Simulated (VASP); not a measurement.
Set up this calculation in VASP 6.6.1, as the native input.

```
Task                   : single point
Functional             : PBE
Potentials or basis    : VASP PAW PBE potentials, release 64 (Li_sv, Se)
Cutoff                 : 750 eV
k mesh                 : 6 × 6 × 6
Occupations            : gaussian, width 0.05 eV
Spin                   : no spin polarisation
Dipole correction      : no
Further INCAR settings : ALGO = Normal; EDIFF = 1e-06; NBANDS = 13
```

The structure of Li2Se lies in POSCAR:

```
Li2Se
1.0
    0.0000000000      3.0084531553      3.0084531553
    3.0084531553      0.0000000000      3.0084531553
    3.0084531553      3.0084531553      0.0000000000
Li Se
2 1
Direct
    0.2500000000      0.2500000000      0.2500000000
    0.7500000000      0.7500000000      0.7500000000
    0.0000000000      0.0000000000      0.0000000000
```

These files were run (other wordings do the same):

INCAR

```
SYSTEM = Li2Se
  PREC = Accurate
  ENCUT = 750
  EDIFF = 1E-6
  ISMEAR = 0
  SIGMA = 0.05
  LREAL = .FALSE.
  LASPH = .TRUE.
  NELM = 120
  ALGO = Normal
  ISIF = 2
  LWAVE = .FALSE.
  LCHARG = .TRUE.
  GGA = PE
  LELF = .TRUE.
  LVHAR = .TRUE.
  NBANDS = 13
  GGA_COMPAT = .FALSE.
```

KPOINTS

```
regular mesh
0
G
  6 6 6
  0 0 0
```

Potentials or basis: VASP PAW PBE potentials, release 64 (Li_sv, Se).

The run is started by

```console
$ cat potpaw_PBE.64/Li_sv/POTCAR potpaw_PBE.64/Se/POTCAR > POTCAR
$ mpirun -np 1 vasp_std > vasp.out
```

Results of the run:

* Pressure: -0.2 GPa
* Band gap on the k mesh: 2.98 eV, indirect (least direct gap 3.36 eV)

Wall time 24 s on 1 thread of Intel(R) Xeon(R) Platinum 8375C CPU @ 2.90GHz (Ice Lake) (shared host), peak memory 0.24 GiB.
